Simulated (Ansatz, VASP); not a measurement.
## VN: VASP beside Ansatz

File INCAR:

```
ALGO = Normal
EDIFF = 1E-6
ENCUT = 600
GGA = PE
GGA_COMPAT = F
ISIF = 2
ISMEAR = 1
ISPIN = 2
LASPH = T
LCHARG = T
LELF = T
LMAXMIX = 4
LORBIT = 11
LREAL = F
LVHAR = T
LWAVE = F
MAGMOM = 0.3 0
NBANDS = 20
NELM = 200
PREC = Accurate
SIGMA = 0.1
```

KPOINTS

```
k-points
0
Gamma
  4 4 4
```

Contents of POSCAR:

```
VN
1.0
    0.0000000000      2.0624650000      2.0624650000
    2.0624650000      0.0000000000      2.0624650000
    2.0624650000      2.0624650000      0.0000000000
V N
1 1
Direct
    0.0000000000      0.0000000000      0.0000000000
    0.5000000000      0.5000000000      0.5000000000
```

Input for Ansatz:

```yaml
crystal:
  lattice:
    - [0.0, 2.062465, 2.062465]
    - [2.062465, 0.0, 2.062465]
    - [2.062465, 2.062465, 0.0]
  atoms:
    - { symbol: V, position: [0.0, 0.0, 0.0], spin: 0.3 }
    - { symbol: "N", position: [0.5, 0.5, 0.5] }
basis:
  ecutwfc: "16 Ha"
kpoints:
  mp_grid: { grid: [4, 4, 4] }
hamiltonian:
  xc: pbe
scf:
  occupations: { method: methfessel_paxton }
  lower_state_search: "off"
output:
  forces: true
  stress: true
  eigenvalues: true
  populations: true
magnetization:
  spin_polarized: true
```

Alike in both runs: task single point; functional PBE; k mesh 4 × 4 × 4; collinear spin.

|  | VASP | Ansatz |
| --- | --- | --- |
| version | VASP 6.6.1 | Ansatz 0.2.0 |
| potentials or method | VASP PAW PBE potentials, release 64 (V_sv, N), cutoff 600 eV | scalar-relativistic, plane waves, PAW |
| occupations | methfessel-paxton of order 1, width 0.1 eV | methfessel-paxton of order 1 |
| valence electrons in the cell | 18 | 18 |

Ansatz gave:

```
gap on the k mesh at the Fermi level (eV)                     : none
pressure (GPa)                                                : -1.7
net moment per atom (μB)                                      : 0.16
size of the moment on the site where the two differ most (μB) : 0.25
```

What did VASP give for the same quantities?

gap on the k mesh at the Fermi level (eV): none; pressure (GPa): -1.1; net moment per atom (μB): 0.16; size of the moment on the site where the two differ most (μB): 0.31.

Site moments also hang on the region over which each program counts them. A gap of «none» marks a metal or a gap that the smearing closes. Ansatz's warnings: stability check not made.

The k mesh is coarse, so the values compare programs but aren't converged.
